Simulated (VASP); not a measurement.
## C: single point with PBEsol

Crystal: C.

```
C
1.0
     2.47110    0.00000    0.00000
    -1.23555    2.14004    0.00000
     0.00000    0.00000    7.28335
C
4
Direct
  0.00000 0.00000 0.00250
  0.00000 0.00000 0.50250
  0.33333 0.66667 0.00250
  0.66667 0.33333 0.50250
```

This cell differs from its parent crystal: volume scaled by 1.015, then relaxed in part.

```
Program             : VASP 6.6.1
Task                : single point
Functional          : PBEsol
Potentials or basis : VASP PAW PBE potentials, release 64 (C)
Cutoff              : 520 eV
k mesh              : 10 × 10 × 4
Occupations         : gaussian, width 0.01 eV
Spin                : no spin polarisation
```

```
Pressure               : -3.2 GPa
Band gap on the k mesh : 1.51 eV, direct
```

Stress tensor (GPa, compression positive):
```
-4.77  0.00  0.00
 0.00 -4.77  0.00
 0.00  0.00  0.01
```

Levels at points of the mesh, in eV from the valence-band top:
```csv
k point,band 5,band 6,band 7,band 8,band 9,band 10,band 11,band 12
"(0.00, 0.00, 0.00)",-2.31,-2.31,-2.30,-2.30,4.23,8.94,8.94,8.96
"(0.50, 0.00, 0.00)",-5.69,-5.67,-1.91,-1.47,2.16,2.66,7.88,8.09
"(0.00, 0.00, 0.50)",-2.30,-2.30,-2.30,-2.30,6.31,6.31,8.95,8.95
"(0.50, 0.00, 0.50)",-5.68,-5.68,-1.66,-1.66,2.31,2.31,7.98,7.98
```

Wall time 11 s on 1 thread of AMD EPYC 9R45 (Zen 5), with other jobs on the host, peak memory 0.11 GiB.

Caveat: the PAW data sets were made with another functional, which shifts forces and pressure a little; this functional lacks dispersion, which binds the layers, so the pressure and a relaxed spacing across them are unreliable. A k mesh can miss the band edges.
